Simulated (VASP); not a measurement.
# Be (P6_3/mmc) in VASP: a series of runs

Be is run at these levels: PBE; tasks: single point.

All numbers are computed with VASP 6.6.1; they aren't measurements. Logs are shortened: lines on timing, memory, paths and dates and some standing lists are left out, and cuts for length are marked.

### 1 The cell of the first run

The structure is hexagonal, space group P6_3/mmc (No. 194). The conventional cell has a = 2.331 Å, b = 2.331 Å, c = 3.504 Å, α = 90.00°, β = 90.00°, γ = 120.00°. Be (site symmetry -6m2) has 12 Be at 2.21 to 2.33 Å within 2.9 Å.

### 2 Single point, PBE

File INCAR:

```
SYSTEM = Be
ALGO = Normal ; EDIFF = 1E-7
ENCUT = 520 ; GGA = PE
ISIF = 2 ; ISMEAR = 0
LASPH = .TRUE. ; LCHARG = .FALSE.
LREAL = .FALSE. ; LWAVE = .FALSE.
NBANDS = 9 ; NELM = 80
PREC = Accurate ; SIGMA = 0.15
```

File KPOINTS:

```
k-points
0
G
  24 24 14
  0 0 0
```

File POSCAR:

```
Be
1.0
    2.3310059269      0.0000000000      0.0000000000
   -1.1655029635      2.0187103491      0.0000000000
    0.0000000000      0.0000000000      3.5042241865
Be
2
Direct
    0.3333333333      0.6666666667      0.2500000000
    0.6666666667      0.3333333333      0.7500000000
```

Potentials or basis: VASP PAW PBE potentials, release 64 (Be).

Command:

```bash
$ cat potpaw_PBE.64/Be/POTCAR > POTCAR
$ mpirun -np 1 vasp_std > vasp.out
```

OUTCAR:

```text
SYSTEM = Be
   EDIFF = 1E-7
   ENCUT = 520
   GGA = PE
   ISIF = 2
   ISMEAR = 0
   LASPH = .TRUE.
   LREAL = .FALSE.
   NELM = 80
   PREC = Accurate

 ion  position               nearest neighbor table
   1  0.333  0.667  0.250-   2 2.21   2 2.21   2 2.21   2 2.21   2 2.21   2 2.21
   2  0.667  0.333  0.750-   1 2.21   1 2.21   1 2.21   1 2.21   1 2.21   1 2.21

  LATTYP: Found a hexagonal cell.
 ALAT       =     2.3310059269
 C/A-ratio  =     1.5033098569

  Lattice vectors:

 A1 = (   2.3310059269,   0.0000000000,   0.0000000000)
 A2 = (  -1.1655029635,   2.0187103491,   0.0000000000)
 A3 = (   0.0000000000,   0.0000000000,   3.5042241865)

Analysis of symmetry for initial positions (statically):
=====================================================================
 Subroutine PRICEL returns:
 Original cell was already a primitive cell.

 Routine SETGRP: Setting up the symmetry group for a
 hexagonal supercell.

 Subroutine GETGRP returns: Found 24 space group operations
 (whereof 12 operations were pure point group operations)
 out of a pool of 24 trial point group operations.

The static configuration has the point symmetry D_3d.
 The point group associated with its full space group is D_6h.

Analysis of symmetry for dynamics (positions and initial velocities):
=====================================================================
 Subroutine PRICEL returns:
 Original cell was already a primitive cell.

 Routine SETGRP: Setting up the symmetry group for a
 hexagonal supercell.

 Subroutine GETGRP returns: Found 24 space group operations
 (whereof 12 operations were pure point group operations)
 out of a pool of 24 trial point group operations.

The dynamic configuration has the point symmetry D_3d.
 The point group associated with its full space group is D_6h.

 Subroutine INISYM returns: Found 24 space group operations
 (whereof 12 operations are pure point group operations),
 and found     1 'primitive' translations

----------------------------------------------------------------------------------------

                                     Primitive cell

  volume of cell :      16.4896

  direct lattice vectors                    reciprocal lattice vectors
     2.331005927  0.000000000  0.000000000     0.428999338  0.247682883  0.000000000
    -1.165502964  2.018710349  0.000000000     0.000000000  0.495365767  0.000000000
     0.000000000  0.000000000  3.504224187     0.000000000  0.000000000  0.285369870

  length of vectors
     2.331005927  2.331005927  3.504224187     0.495365767  0.495365767  0.285369870

  position of ions in fractional coordinates (direct lattice)
     0.333333333  0.666666667  0.250000000
     0.666666667  0.333333333  0.750000000

  ion indices of the primitive-cell ions
   primitive index   ion index
                 1           1
                 2           2

----------------------------------------------------------------------------------------

 KPOINTS: k-points

Automatic generation of k-mesh.
 Grid dimensions read from file:
 generate k-points for:   24   24   14

 Generating k-lattice:

  Cartesian coordinates                     Fractional coordinates (reciprocal lattice)
     0.017874972  0.010320120  0.000000000     0.041666667 -0.000000000  0.000000000
     0.000000000  0.020640240  0.000000000     0.000000000  0.041666667  0.000000000
     0.000000000  0.000000000  0.020383562     0.000000000  0.000000000  0.071428571

  Length of vectors
     0.020640240  0.020640240  0.020383562

  Shift w.r.t. Gamma in fractional coordinates (k-lattice)
     0.000000000  0.000000000  0.000000000

 Subroutine IBZKPT returns following result:
 ===========================================

 Found    488 irreducible k-points:

 Following reciprocal coordinates:
            Coordinates               Weight
  0.000000  0.000000  0.000000      1.000000
  0.041667 -0.000000  0.000000      6.000000
  0.083333 -0.000000  0.000000      6.000000
  0.125000  0.000000  0.000000      6.000000
  0.166667  0.000000  0.000000      6.000000
  0.208333 -0.000000  0.000000      6.000000
[... 16 lines left out ...]
  0.416667  0.041667  0.000000     12.000000
  0.458333  0.041667  0.000000     12.000000
 [... further k-points ...]
   k-points           NKPTS =    488   k-points in BZ     NKDIM =    488   number of bands    NBANDS=      9
   number of dos      NEDOS =    301   number of ions     NIONS =      2
   total plane-waves  NPLWV =   9072
   dimension x,y,z NGX =    18 NGY =   18 NGZ =   28
   dimension x,y,z NGXF=    36 NGYF=   36 NGZF=   56
   ions per type =               2
   NGX,Y,Z   is equivalent  to a cutoff of  12.84, 12.84, 13.28 a.u.
   NGXF,Y,Z  is equivalent  to a cutoff of  25.67, 25.67, 26.57 a.u.
 SYSTEM =  Be
   PREC   = accura    normal or accurate (medium, high low for compatibility)
   ISTART =      0    job   : 0-new  1-cont  2-samecut
   ICHARG =      2    charge: 1-file 2-atom 10-const
   ISPIN  =      1    spin polarized calculation?
   LNONCOLLINEAR =      F non collinear calculations
   LSORBIT =      F    spin-orbit coupling
   LASPH  =      T    aspherical Exc in radial PAW
   ENCUT  =  520.0 eV  38.22 Ry    6.18 a.u.   4.33  4.33  6.52*2*pi/ulx,y,z
   NELM   =     80;   NELMIN=  2; NELMDL= -5     # of ELM steps
   EDIFF  = 0.1E-06   stopping-criterion for ELM
   LREAL  =      F    real-space projection
   EDIFFG = 0.1E-05   stopping-criterion for IOM
   NSW    =      0    number of steps for IOM
   IBRION =     -1    ionic relax: 0-MD 1-quasi-New 2-CG
   NFREE  =      0    steps in history (QN), initial steepest desc. (CG)
   ISIF   =      2    stress and relaxation
   ISYM   =      2    0-nonsym 1-usesym 2-fastsym
   POTIM  = 0.5000    time-step for ionic-motion
   TEBEG  =    0.0;   TEEND  =   0.0 temperature during run
   PSTRESS=    0.0 pullay stress
   NELECT =       4.0000    total number of electrons
   NUPDOWN=      -1.0000    fix difference up-down
   EMIN   =  10.00;   EMAX   =-10.00  energy-range for DOS
   EFERMI =   0.00;   METHOD = LEGACY
   ISMEAR =     0;   SIGMA  =   0.15  broadening in eV -4-tet -1-fermi 0-gaus
   EFERMI_NEDOS =   21; number of points for ismear=-14 and -15
   IALGO  =     38    algorithm
   IMIX   =      4    mixing-type and parameters
     AMIX     =   0.40;   BMIX     =  1.00
     AMIX_MAG =   1.60;   BMIX_MAG =  1.00
  volume/ion in A,a.u.               =       8.24        55.64
  Fermi-wavevector in a.u.,A,eV,Ry     =   1.020998  1.929407 14.183227  1.042438
  Thomas-Fermi vector in A             =   2.154599
   LORBIT       =      0    0 simple, 1 ext, 2 COOP (PROOUT), +10 PAW based schemes
   GGA     = PE    functional components
   LHFCALC =     F    Hartree Fock is set to
   AEXX    =    0.0000 exact exchange contribution
   IVDW    =     0    specifies the selected vdW correction
   LEPSILON=     F    determine dielectric tensor
   LRPA    =     F    only Hartree local field effects (RPA)
 non-spin polarized calculation
 Gauss-broadening in eV      SIGMA  =   0.15
  energy-cutoff  :      520.00
  volume of cell :       16.49
 maximum number of plane-waves:       482
 NGX is ok and might be reduce to    18

 number of electron       4.0000000 magnetization

 Free energy of the ion-electron system (eV)
  ---------------------------------------------------
  ext. energy  EPLUGINS =         0.00000000
  ---------------------------------------------------
  free energy    TOTEN  =        -7.50396393 eV

  energy without entropy =       -7.50204222  energy(sigma->0) =       -7.50300308

 E-fermi :   6.5573     XC(G=0): -10.4662

 val. band max:        6.5554802485   @ k =   0.2500   0.1667   0.0714
 cond. band min:       6.5731812242   @ k =   0.2917   0.2917   0.2143
 fundamental gap:      0.0177009757
 Fermi energy:         6.5573002060

 k-point     1 :       0.0000    0.0000    0.0000
  band No.  band energies     occupation
      1      -4.4330      2.00000
      2       2.8322      2.00000
      3       8.4529      0.00000
      4      21.2589      0.00000
      5      21.2589      0.00000
      6      24.2685      0.00000
      7      24.2685      0.00000
      8      27.7070      0.00000
      9      32.3830      0.00000

 k-point     2 :       0.0417   -0.0000    0.0000
  band No.  band energies     occupation
      1      -4.3853      2.00000
      2       2.8936      2.00000
      3       8.4649      0.00000
      4      20.8649      0.00000
      5      20.9502      0.00000
      6      24.2927      0.00000
      7      24.4739      0.00000
      8      27.5646      0.00000
      9      31.4939      0.00000

 k-point     3 :       0.0833   -0.0000    0.0000
  band No.  band energies     occupation
      1      -4.2421      2.00000
      2       3.0777      2.00000
      3       8.4986      0.00000
      4      19.8308      0.00000
      5      20.2462      0.00000
      6      24.3309      0.00000
      7      24.8427      0.00000
      8      27.1203      0.00000
      9      30.0991      0.00000

 k-point     4 :       0.1250    0.0000    0.0000
  band No.  band energies     occupation
      1      -4.0034      2.00000
      2       3.3840      2.00000
      3       8.5452      0.00000
      4      18.4327      0.00000
      5      19.4171      0.00000
      6      24.3389      0.00000
      7      25.0681      0.00000
      8      26.3344      0.00000
      9      28.5332      0.00000
[... 205 lines left out ...]
 k-point    22 :       0.3750    0.0417    0.0000
  band No.  band energies     occupation
      1      -0.1189      2.00000
      2       5.6511      2.00000
      3       8.2631      0.00000
      4      12.9270      0.00000
      5      15.0655      0.00000
      6      16.0294      0.00000
      7      18.7213      0.00000
      8      23.3363      0.00000
      9      25.2642      0.00000

 k-point    23 :       0.4167    0.0417    0.0000
  band No.  band energies     occupation
      1       0.7683      2.00000
      2       4.5317      2.00000
      3       9.3271      0.00000
      4      13.2777      0.00000
      5      14.5443      0.00000
      6      14.7030      0.00000
      7      17.9067      0.00000
      8      23.1670      0.00000
      9      25.2719      0.00000

 k-point    24 :       0.4583    0.0417    0.0000
  band No.  band energies     occupation
      1       1.5627      2.00000
      2       3.6069      2.00000
      3      10.2078      0.00000
      4      13.4503      0.00000
      5      13.6523      0.00000
      6      14.3833      0.00000
      7      17.4490      0.00000
      8      23.0804      0.00000
      9      25.2778      0.00000

 [... further k-points ...]

------------------------ aborting loop because EDIFF is reached ----------------------------------------

  FORCE on cell =-STRESS in cart. coord.  units (eV):
  Direction    XX          YY          ZZ          XY          YZ          ZX
  --------------------------------------------------------------------------------------
  -------------------------------------------------------------------------------------
  Total       -0.8409410     -0.8409410      0.4730576      0.0000000      0.0000000     -0.0000000
  in kB      -81.7084241    -81.7084241     45.9637412      0.0000000      0.0000000     -0.0000000
  external PRESSURE =     -39.1510357 kB  Pullay stress =       0.0000000 kB

 VOLUME and BASIS-vectors are now :
 -----------------------------------------------------------------------------
  energy-cutoff  :      520.00
  volume of cell :       16.49
      direct lattice vectors                 reciprocal lattice vectors
     2.331005927  0.000000000  0.000000000     0.428999338  0.247682883  0.000000000
    -1.165502964  2.018710349  0.000000000     0.000000000  0.495365767  0.000000000
     0.000000000  0.000000000  3.504224187     0.000000000  0.000000000  0.285369870

 POSITION                                       TOTAL-FORCE (eV/Angst)
 -----------------------------------------------------------------------------------
     -0.00000      1.34581      0.87606         0.000000      0.000000      0.000000
      1.16550      0.67290      2.62817        -0.000000     -0.000000      0.000000
 -----------------------------------------------------------------------------------
    total drift:                                0.000000     -0.000000      0.000000

  FREE ENERGIE OF THE ION-ELECTRON SYSTEM (eV)
  ---------------------------------------------------
  free  energy   TOTEN  =        -7.5039639295 eV

  energy  without entropy=       -7.5020422228  energy(sigma->0) =       -7.50300308
```

Wall time 32 s (1 thread of Intel Xeon Platinum 8488C (Sapphire Rapids), shared host); peak memory 0.17 GiB.

What came out:

```yaml
Free_energy: -7.5040 eV
Pressure: -3.9 GPa
Band_gap_on_the_k_mesh: zero (band 2 reaches 7.61 eV, above the bottom of band 3 at 5.39 eV)
```

### 3 Single point, PBE

This run uses another cell than the first one, of the same volume but with other edges.

File INCAR:

```
SYSTEM = Be
PREC     = Accurate       ! precision mode
ENCUT    = 520            ! plane-wave cutoff, eV
EDIFF    = 1E-6           ! SCF threshold, eV
ISMEAR   = 0              ! smearing method
SIGMA    = 0.15           ! smearing width, eV
LREAL    = .FALSE.        ! projectors in reciprocal space
LASPH    = .TRUE.         ! aspherical terms in the spheres
NELM     = 100            ! most SCF steps
ALGO     = Normal         ! electronic algorithm
ISIF     = 2              ! what is computed and relaxed
LWAVE    = .FALSE.        ! write WAVECAR
LCHARG   = .FALSE.        ! write CHGCAR
GGA      = PE             ! functional
NBANDS   = 9              ! bands
```

File KPOINTS:

```
regular mesh
0
G
  24 24 14
  0 0 0
```

File POSCAR:

```
Be
1.0
    2.2624067565      0.0000000000      0.0000000000
   -1.1312033783      1.9593017248      0.0000000000
    0.0000000000      0.0000000000      3.7199513503
Be
2
Direct
    0.3333333333      0.6666666667      0.2500000000
    0.6666666667      0.3333333333      0.7500000000
```

Potentials or basis: VASP PAW PBE potentials, release 64 (Be).

Command:

```bash
$ cat potpaw_PBE.64/Be/POTCAR > POTCAR
$ mpirun -np 1 vasp_std > vasp.out
```

It took 30 s on 1 thread of Intel Xeon Platinum 8488C (Sapphire Rapids), shared host; peak memory 0.17 GiB.

Results (log left out):

| Property | Result |
| --- | --- |
| Free energy | -7.5001 eV |
| Pressure | -4.8 GPa |
| Band gap on the k mesh | zero (band 2 reaches 7.60 eV, above the bottom of band 3 at 5.86 eV) |

Stress tensor (GPa, compression positive):
```
  0.01   0.00   0.00
  0.00   0.01   0.00
  0.00   0.00 -14.56
```

Levels at points of the mesh, in eV from the Fermi level:
```tsv
k point	band 1	band 2	band 3	band 4	band 5
(0.00, 0.00, 0.00)	-11.25	-4.80	0.12	16.19	16.19
(0.50, 0.00, 0.00)	-4.85	-3.06	3.36	5.87	6.07
(0.00, 0.00, 0.50)	-9.24	-9.24	9.01	9.01	17.61
(0.50, 0.00, 0.50)	-3.57	-3.57	1.45	1.45	12.01
```

### 4 Single point, PBE

This run uses another cell than the first one, of the same volume but with other edges.

File INCAR:

```
PREC = Accurate
ENCUT = 520
EDIFF = 1E-6
ISMEAR = 0
SIGMA = 0.15
LREAL = False
LASPH = True
NELM = 80
ALGO = Normal
ISIF = 2
LWAVE = False
LCHARG = False
GGA = PE
NBANDS = 9
```

File KPOINTS:

```
regular mesh
0
Gamma
  24 24 14
```

File POSCAR:

```
Be
1.0
    2.4770634230      0.0000000000      0.0000000000
   -1.2385317116      2.1451998511      0.0000000000
    0.0000000000      0.0000000000      3.1031615501
Be
2
Direct
    0.3333333333      0.6666666667      0.2500000000
    0.6666666667      0.3333333333      0.7500000000
```

Command:

```bash
$ cat potpaw_PBE.64/Be/POTCAR > POTCAR
$ mpirun -np 1 vasp_std > vasp.out
```

It took 36 s on 1 thread of Intel Xeon Platinum 8488C (Sapphire Rapids), shared host; peak memory 0.16 GiB.

It converged, with:

```
Free energy            : -7.0844 eV
Pressure               : 2.3 GPa
Band gap on the k mesh : zero (band 2 reaches 8.23 eV, above the bottom of band 3 at 4.33 eV)
```

Stress tensor (GPa, compression positive):
```
-12.16   0.00   0.00
  0.00 -12.16   0.00
  0.00   0.00  31.17
```

Levels at points of the mesh, in eV from the Fermi level:
```tsv
k point	band 1	band 2	band 3	band 4	band 5
(0.00, 0.00, 0.00)	-10.86	-1.39	5.34	11.37	11.37
(0.50, 0.00, 0.00)	-5.37	-3.89	4.84	5.93	8.10
(0.00, 0.00, 0.50)	-7.98	-7.98	14.05	14.05	14.05
(0.50, 0.00, 0.50)	-3.53	-3.53	1.32	1.32	9.56
```

### 5 Single point, PBE

This run uses another cell than the first one, of the same volume but with other edges.

File INCAR:

```
SYSTEM = Be
PREC = Accurate
ENCUT = 520
EDIFF = 1E-6
ISMEAR = 0
SIGMA = 0.15
LREAL = .False.
LASPH = .True.
NELM = 100
ALGO = Fast
ISIF = 2
LWAVE = .False.
LCHARG = .True.
GGA = PE
LELF = .True.
LVHAR = .True.
NBANDS = 9
```

File KPOINTS:

```
Automatic mesh
0
Gamma
  24 24 14
  0 0 0
```

File POSCAR:

```
Be
1.0
    2.1069424408      0.0000000000      0.0000000000
   -1.0534712204      1.8246656780      0.0000000000
    0.0000000000      0.0000000000      4.2891703553
Be
2
Direct
    0.3333333333      0.6666666667      0.2500000000
    0.6666666667      0.3333333333      0.7500000000
```

Command:

```bash
$ cat potpaw_PBE.64/Be/POTCAR > POTCAR
$ mpirun -np 1 vasp_std > vasp.out
```

Wall time 24 s (1 thread of Intel Xeon Platinum 8488C (Sapphire Rapids), shared host); peak memory 0.16 GiB.

It converged, with:

```yaml
Free_energy: -7.0837 eV
Pressure: 6.1 GPa
Band_gap_on_the_k_mesh: zero (band 2 reaches 7.37 eV, above the bottom of band 3 at 3.77 eV)
```

Stress tensor (GPa, compression positive):
```
 19.40   0.00   0.00
  0.00  19.40   0.00
  0.00   0.00 -20.50
```

Levels at points of the mesh, in eV from the Fermi level:
```
           k point  band 1  band 2  band 3  band 4  band 5  band 6
(0.00, 0.00, 0.00)  -10.27   -5.22   -2.09   13.20   21.04   21.47
(0.50, 0.00, 0.00)   -3.25   -1.53    4.66    5.35    6.86    9.01
(0.00, 0.00, 0.50)   -8.74   -8.74    4.75    4.75   22.19   22.19
(0.50, 0.00, 0.50)   -2.34   -2.34    3.39    3.39   11.74   11.74
```

### 6 The runs side by side

```csv
cell,gap on the mesh (eV),pressure (GPa)
"a = 2.331, b = 2.331, c = 3.504 Å, angles 90.0, 90.0, 120.0°, 2 atoms",none,-3.9
"a = 2.262, b = 2.262, c = 3.720 Å, angles 90.0, 90.0, 120.0°, 2 atoms",none,-4.8
"a = 2.477, b = 2.477, c = 3.103 Å, angles 90.0, 90.0, 120.0°, 2 atoms",none,2.3
"a = 2.107, b = 2.107, c = 4.289 Å, angles 90.0, 90.0, 120.0°, 2 atoms",none,6.1
```

Alike in all rows: task single point; level PBE; potentials or basis VASP PAW PBE potentials, release 64 (Be); no spin polarisation; k mesh 24 × 24 × 14; cutoff (eV) 520; smearing gaussian 0.15 eV.

Absolute energies hang on the potentials; compare differences alone.
